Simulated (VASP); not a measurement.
# Ir (I4/mmm) in VASP: a series of runs

The runs below take Ir through single point, with PBEsol.

Everything below comes from runs of VASP 6.6.1. Logs are shortened: lines on timing, memory, paths and dates and some standing lists are left out, and cuts for length are marked.

## Step 1: The cell of the first run

Symmetry: I4/mmm, No. 139, tetragonal system. The conventional cell has a = 2.555 Å, b = 2.555 Å, c = 4.336 Å, α = 90.00°, β = 90.00°, γ = 90.00°. Within 3.4 Å of Ir (site symmetry 4/mmm) lie 12 Ir at 2.55 to 2.82 Å.

## Step 2: Single point, PBEsol

INCAR reads:

```
  ALGO = Fast
  EDIFF = 1E-6
  ENCUT = 520
  GGA = PS
  ISIF = 2
  ISMEAR = 0
  LASPH = T
  LCHARG = T
  LELF = T
  LREAL = F
  LVHAR = T
  LWAVE = F
  NBANDS = 10
  NELM = 60
  PREC = Accurate
  SIGMA = 0.15
```

KPOINTS reads:

```
k-points
0
Gamma
  24 24 24
```

POSCAR reads:

```
Ir
1.0
    0.0000000000      1.8065068646      2.1678082376
    1.8065068646      0.0000000000      2.1678082376
    1.8065068646      1.8065068646      0.0000000000
Ir
1
Direct
    0.0000000000      0.0000000000      0.0000000000
```

Potentials or basis: VASP PAW PBE potentials, release 64 (Ir).

Launch:

```console
$ cat potpaw_PBE.64/Ir/POTCAR > POTCAR
$ mpirun -np 1 vasp_std > vasp.out
```

OUTCAR:

```text
EDIFF = 1E-6
   ENCUT = 520
   GGA = PS
   ISIF = 2
   ISMEAR = 0
   LASPH = T
   LREAL = F
   NELM = 60
   PREC = Accurate

 ion  position               nearest neighbor table
   1  0.000  0.000  0.000-

  LATTYP: Found a body centered tetragonal cell.
 ALAT       =     2.5547865084
 C/A-ratio  =     1.6970562749

  Lattice vectors:

 A1 = (  -1.8065068646,   0.0000000000,   2.1678082376)
 A2 = (   1.8065068646,   0.0000000000,   2.1678082376)
 A3 = (   0.0000000000,   1.8065068646,  -2.1678082376)

Analysis of symmetry for initial positions (statically):
=====================================================================
 Subroutine PRICEL returns:
 Original cell was already a primitive cell.

 Routine SETGRP: Setting up the symmetry group for a
 body centered tetragonal supercell.

 Subroutine GETGRP returns: Found 16 space group operations
 (whereof 16 operations were pure point group operations)
 out of a pool of 16 trial point group operations.

The static configuration has the point symmetry D_4h.

Analysis of symmetry for dynamics (positions and initial velocities):
=====================================================================
 Subroutine PRICEL returns:
 Original cell was already a primitive cell.

 Routine SETGRP: Setting up the symmetry group for a
 body centered tetragonal supercell.

 Subroutine GETGRP returns: Found 16 space group operations
 (whereof 16 operations were pure point group operations)
 out of a pool of 16 trial point group operations.

The dynamic configuration has the point symmetry D_4h.

 Subroutine INISYM returns: Found 16 space group operations
 (whereof 16 operations are pure point group operations),
 and found     1 'primitive' translations

----------------------------------------------------------------------------------------

                                     Primitive cell

  volume of cell :      14.1491

  direct lattice vectors                    reciprocal lattice vectors
     0.000000000  1.806506865  2.167808238    -0.276777249  0.276777249  0.230647707
     1.806506865  0.000000000  2.167808238     0.276777249 -0.276777249  0.230647707
     1.806506865  1.806506865  0.000000000     0.276777249  0.276777249 -0.230647707

  length of vectors
     2.821853931  2.821853931  2.554786508     0.454323294  0.454323294  0.454323294

  position of ions in fractional coordinates (direct lattice)
     0.000000000  0.000000000  0.000000000

  ion indices of the primitive-cell ions
   primitive index   ion index
                 1           1

----------------------------------------------------------------------------------------

 KPOINTS: k-points

Automatic generation of k-mesh.
 Grid dimensions read from file:
 generate k-points for:   24   24   24

 Generating k-lattice:

  Cartesian coordinates                     Fractional coordinates (reciprocal lattice)
    -0.011532385  0.011532385  0.009610321     0.041666667  0.000000000  0.000000000
     0.011532385 -0.011532385  0.009610321     0.000000000  0.041666667  0.000000000
     0.011532385  0.011532385 -0.009610321    -0.000000000 -0.000000000  0.041666667

  Length of vectors
     0.018930137  0.018930137  0.018930137

  Shift w.r.t. Gamma in fractional coordinates (k-lattice)
     0.000000000  0.000000000  0.000000000

 Subroutine IBZKPT returns following result:
 ===========================================

 Found   1063 irreducible k-points:

 Following reciprocal coordinates:
            Coordinates               Weight
  0.000000  0.000000  0.000000      1.000000
  0.041667  0.000000  0.000000      8.000000
  0.083333  0.000000  0.000000      8.000000
  0.125000  0.000000  0.000000      8.000000
  0.166667  0.000000  0.000000      8.000000
  0.208333  0.000000  0.000000      8.000000
[... 16 lines left out ...]
  0.416667  0.041667  0.000000      8.000000
  0.458333  0.041667  0.000000      8.000000
 [... further k-points ...]
   k-points           NKPTS =   1063   k-points in BZ     NKDIM =   1063   number of bands    NBANDS=     10
   number of dos      NEDOS =    301   number of ions     NIONS =      1
   total plane-waves  NPLWV =  11520
   dimension x,y,z NGX =    24 NGY =   24 NGZ =   20
   dimension x,y,z NGXF=    48 NGYF=   48 NGZF=   40
   ions per type =               1
   NGX,Y,Z   is equivalent  to a cutoff of  14.14, 14.14, 13.01 a.u.
   NGXF,Y,Z  is equivalent  to a cutoff of  28.28, 28.28, 26.03 a.u.
 SYSTEM =  unknown system
   PREC   = accura    normal or accurate (medium, high low for compatibility)
   ISTART =      0    job   : 0-new  1-cont  2-samecut
   ICHARG =      2    charge: 1-file 2-atom 10-const
   ISPIN  =      1    spin polarized calculation?
   LNONCOLLINEAR =      F non collinear calculations
   LSORBIT =      F    spin-orbit coupling
   LASPH  =      T    aspherical Exc in radial PAW
   ENCUT  =  520.0 eV  38.22 Ry    6.18 a.u.   5.25  5.25  4.75*2*pi/ulx,y,z
   NELM   =     60;   NELMIN=  2; NELMDL= -5     # of ELM steps
   EDIFF  = 0.1E-05   stopping-criterion for ELM
   LREAL  =      F    real-space projection
   EDIFFG = 0.1E-04   stopping-criterion for IOM
   NSW    =      0    number of steps for IOM
   IBRION =     -1    ionic relax: 0-MD 1-quasi-New 2-CG
   NFREE  =      0    steps in history (QN), initial steepest desc. (CG)
   ISIF   =      2    stress and relaxation
   ISYM   =      2    0-nonsym 1-usesym 2-fastsym
   POTIM  = 0.5000    time-step for ionic-motion
   TEBEG  =    0.0;   TEEND  =   0.0 temperature during run
   PSTRESS=    0.0 pullay stress
   NELECT =       9.0000    total number of electrons
   NUPDOWN=      -1.0000    fix difference up-down
   EMIN   =  10.00;   EMAX   =-10.00  energy-range for DOS
   EFERMI =   0.00;   METHOD = LEGACY
   ISMEAR =     0;   SIGMA  =   0.15  broadening in eV -4-tet -1-fermi 0-gaus
   EFERMI_NEDOS =   21; number of points for ismear=-14 and -15
   IALGO  =     68    algorithm
   IMIX   =      4    mixing-type and parameters
     AMIX     =   0.40;   BMIX     =  1.00
     AMIX_MAG =   1.60;   BMIX_MAG =  1.00
  volume/ion in A,a.u.               =      14.15        95.48
  Fermi-wavevector in a.u.,A,eV,Ry     =   1.407923  2.660589 26.970118  1.982248
  Thomas-Fermi vector in A             =   2.530133
   LORBIT       =      0    0 simple, 1 ext, 2 COOP (PROOUT), +10 PAW based schemes
   GGA     = PS    functional components
   LHFCALC =     F    Hartree Fock is set to
   AEXX    =    0.0000 exact exchange contribution
   IVDW    =     0    specifies the selected vdW correction
   LEPSILON=     F    determine dielectric tensor
   LRPA    =     F    only Hartree local field effects (RPA)
 non-spin polarized calculation
 RMM-DIIS sequential band-by-band and
 Gauss-broadening in eV      SIGMA  =   0.15
  energy-cutoff  :      520.00
  volume of cell :       14.15
 maximum number of plane-waves:       405
 NGX is ok and might be reduce to    24

 number of electron       9.0000000 magnetization

 Free energy of the ion-electron system (eV)
  ---------------------------------------------------
  ext. energy  EPLUGINS =         0.00000000
  ---------------------------------------------------
  free energy    TOTEN  =        -9.46017609 eV

  energy without entropy =       -9.44706199  energy(sigma->0) =       -9.45361904

 E-fermi :  10.2079     XC(G=0): -14.0862

 val. band max:       10.2056379094   @ k =   0.3750   0.0417   0.0000
 cond. band min:      10.2080539957   @ k =  -0.2500   0.3333   0.0833
 fundamental gap:      0.0024160863
 Fermi energy:        10.2078658418

 k-point     1 :       0.0000    0.0000    0.0000
  band No.  band energies     occupation
      1      -0.9276      2.00000
      2       4.7694      2.00000
      3       7.1843      2.00000
      4       7.4573      2.00000
      5       7.4573      2.00000
      6      10.5915      0.00030
      7      25.1356      0.00000
      8      26.8634      0.00000
      9      32.0528      0.00000
     10      32.0528      0.00000

 k-point     2 :       0.0417    0.0000    0.0000
  band No.  band energies     occupation
      1      -0.8486      2.00000
      2       4.8024      2.00000
      3       7.1846      2.00000
      4       7.4118      2.00000
      5       7.4891      2.00000
      6      10.5433      0.00157
      7      25.2671      0.00000
      8      26.9428      0.00000
      9      31.5224      0.00000
     10      32.1939      0.00000

 k-point     3 :       0.0833    0.0000    0.0000
  band No.  band energies     occupation
      1      -0.6162      2.00000
      2       4.8949      2.00000
      3       7.0914      2.00000
      4       7.3902      2.00000
      5       7.5811      2.00000
      6      10.4072      0.06019
      7      25.6276      0.00000
      8      27.1362      0.00000
      9      30.5364      0.00000
     10      32.6059      0.00000

 k-point     4 :       0.1250    0.0000    0.0000
  band No.  band energies     occupation
      1      -0.2452      2.00000
      2       5.0306      2.00000
      3       6.8302      2.00000
      4       7.5241      2.00000
      5       7.7220      2.00000
      6      10.2086      0.99466
      7      26.1055      0.00000
      8      27.2178      0.00000
      9      29.8152      0.00000
     10      33.2541      0.00000
[... 222 lines left out ...]
 k-point    22 :       0.3750    0.0417    0.0000
  band No.  band energies     occupation
      1       2.1407      2.00000
      2       5.2415      2.00000
      3       7.1670      2.00000
      4       7.8973      2.00000
      5      10.2056      1.01676
      6      10.3703      0.12577
      7      20.9531      0.00000
      8      24.5558      0.00000
      9      32.0874      0.00000
     10      32.9009      0.00000

 k-point    23 :       0.4167    0.0417    0.0000
  band No.  band energies     occupation
      1       2.2125      2.00000
      2       5.1510      2.00000
      3       7.7420      2.00000
      4       8.0537      2.00000
      5      10.5535      0.00112
      6      10.7896      0.00000
      7      19.5969      0.00000
      8      23.9634      0.00000
      9      31.1240      0.00000
     10      32.3423      0.00000

 k-point    24 :       0.4583    0.0417    0.0000
  band No.  band energies     occupation
      1       2.2263      2.00000
      2       5.1057      2.00000
      3       7.6179      2.00000
      4       8.8445      2.00000
      5      10.6782      0.00001
      6      11.2891      0.00000
      7      18.5118      0.00000
      8      23.5494      0.00000
      9      30.2383      0.00000
     10      31.9860      0.00000

 [... further k-points ...]
[... 5 lines left out ...]
  --------------------------------------------------------------------------------------
  -------------------------------------------------------------------------------------
  Total        2.4994724      2.4994724     -3.0417542      0.0000000     -0.0000000     -0.0000000
  in kB      283.0276287    283.0276287   -344.4328798      0.0000000     -0.0000000     -0.0000000
  external PRESSURE =      73.8741259 kB  Pullay stress =       0.0000000 kB

 VOLUME and BASIS-vectors are now :
 -----------------------------------------------------------------------------
  energy-cutoff  :      520.00
  volume of cell :       14.15
      direct lattice vectors                 reciprocal lattice vectors
     0.000000000  1.806506865  2.167808238    -0.276777249  0.276777249  0.230647707
     1.806506865  0.000000000  2.167808238     0.276777249 -0.276777249  0.230647707
     1.806506865  1.806506865  0.000000000     0.276777249  0.276777249 -0.230647707

 POSITION                                       TOTAL-FORCE (eV/Angst)
 -----------------------------------------------------------------------------------
      0.00000      0.00000      0.00000         0.000000      0.000000      0.000000
 -----------------------------------------------------------------------------------
    total drift:                               -0.000000      0.000000      0.000000

  FREE ENERGIE OF THE ION-ELECTRON SYSTEM (eV)
  ---------------------------------------------------
  free  energy   TOTEN  =        -9.4601760913 eV

  energy  without entropy=       -9.4470619889  energy(sigma->0) =       -9.45361904
```

Run time: 4.5 min. Hardware: 1 thread of AMD EPYC 9R45 (Zen 5), shared host; peak memory 0.25 GiB.

Results:

```yaml
Free_energy: -9.4602 eV
Pressure: 7.4 GPa
```

Caveat: the PAW data sets were made with another functional, which shifts forces and pressure a little; spin-orbit coupling is left out, which moves the levels of the heavy elements.

## Step 3: Single point, PBEsol

This run uses another cell than the first one, of the same volume but with other edges.

INCAR reads:

```
PREC = Accurate ; ENCUT = 520
EDIFF = 1E-6 ; ISMEAR = 0
SIGMA = 0.15 ; LREAL = F
LASPH = T ; NELM = 60
ALGO = Fast ; ISIF = 2
LWAVE = F ; LCHARG = F
GGA = PS ; NBANDS = 10
```

KPOINTS reads:

```
regular mesh
0
Gamma
  24 24 24
```

POSCAR reads:

```
Ir
1.0
    0.0000000000      2.0854598384      1.6266586740
    2.0854598384      0.0000000000      1.6266586740
    2.0854598384      2.0854598384      0.0000000000
Ir
1
Direct
    0.0000000000      0.0000000000      0.0000000000
```

Potentials or basis: VASP PAW PBE potentials, release 64 (Ir).

Launch:

```console
$ cat potpaw_PBE.64/Ir/POTCAR > POTCAR
$ mpirun -np 1 vasp_std > vasp.out
```

It took 2.8 min on 1 thread of AMD EPYC 9R45 (Zen 5), shared host; peak memory 0.24 GiB.

The run converged. Its results:

| Quantity | Value |
| --- | --- |
| Free energy | -9.3073 eV |
| Pressure | 8.5 GPa |

Stress tensor (GPa, compression positive):
```
-7.79  0.00  0.00
 0.00 -7.79  0.00
 0.00  0.00 41.11
```

Levels at points of the mesh, in eV from the Fermi level:
```csv
k point,band 1,band 2,band 3,band 4,band 5,band 6,band 7,band 8,band 9
"(0.00, 0.00, 0.00)",-10.99,-4.05,-4.05,-3.11,-1.52,-0.05,15.68,17.66,17.66
"(0.50, 0.00, 0.00)",-7.90,-5.30,-1.63,-0.42,0.07,2.08,7.90,13.35,17.96
"(0.50, 0.50, 0.00)",-7.44,-7.42,1.25,1.69,1.69,5.96,8.99,8.99,14.63
"(0.50, 0.00, 0.50)",-7.80,-6.39,0.11,0.25,0.26,2.43,8.80,12.44,15.49
```

Caveat: the PAW data sets were made with another functional, which shifts forces and pressure a little; spin-orbit coupling is left out, which moves the levels of the heavy elements.
